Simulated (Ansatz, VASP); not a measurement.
## Hf: VASP beside Ansatz

The input POSCAR:

```
Hf
1.0
    0.0000000000      2.1312000000      2.3088000000
    2.1312000000      0.0000000000      2.3088000000
    2.1312000000      2.1312000000      0.0000000000
Hf
1
Direct
    0.0000000000      0.0000000000      0.0000000000
```

File INCAR.step1:

```
ALGO = Normal
EDIFF = 1E-4
ENCUT = 520
GGA = PE
ISMEAR = 0
LASPH = T
LCHARG = F
LREAL = F
LWAVE = T
NBANDS = 11
NELM = 100
PREC = Accurate
SIGMA = 0.15
```

The input INCAR.step2:

```
ALGO = Normal
EDIFF = 1E-6
ENCUT = 520
ISIF = 2
ISMEAR = 0
ISTART = 1
LASPH = T
LCHARG = T
LELF = T
LMIXTAU = T
LREAL = F
LVHAR = T
LWAVE = F
METAGGA = R2SCAN
NBANDS = 11
NELM = 100
PREC = Accurate
SIGMA = 0.15
```

KPOINTS

```
k-points
0
Gamma
  18 18 18
```

Input for Ansatz:

```yaml
crystal:
  lattice:
    - [0.0, 2.1312, 2.3088]
    - [2.1312, 0.0, 2.3088]
    - [2.1312, 2.1312, 0.0]
  atoms:
    - { symbol: Hf, position: [0.0, 0.0, 0.0] }
basis:
  ecutwfc: 500
kpoints:
  mp_grid: { grid: [18, 18, 18] }
hamiltonian:
  xc: r2scan
scf:
  occupations: { method: gaussian, width: 0.15 }
output:
  forces: true
  stress: true
  eigenvalues: true
```

Change from the starting cell: strain -0.040 along x and y, +0.040 along z, atoms carried along.

Alike in both runs: task single point; functional r2SCAN; k mesh 18 × 18 × 18; occupations gaussian, width 0.15 eV; no spin polarisation.

|  | VASP | Ansatz |
| --- | --- | --- |
| version | VASP 6.6.1 | Ansatz 0.2.0 |
| potentials or method | VASP PAW PBE potentials, release 64 (Hf_pv), cutoff 520 eV | scalar-relativistic, plane waves, PAW |
| valence electrons in the cell | 10 | 26 |

|  | VASP | Ansatz | Ansatz less VASP |
| --- | --- | --- | --- |
| gap on the k mesh at the Fermi level (eV) | none | none | - |
| pressure (GPa) | 7.2 | 7.6 | +0.48 |
| traceless stress, the component that is largest in VASP (GPa) | -3.03 | -3.00 | +0.027 |

VASP's potentials were made for PBE, not for r2SCAN. A gap of «none» marks a metal or a gap that the smearing closes. VASP's potentials hold 10 valence electrons a cell and Ansatz's 26, so a difference there can come from the potentials and not from the codes.

Neither program's run includes spin-orbit coupling.
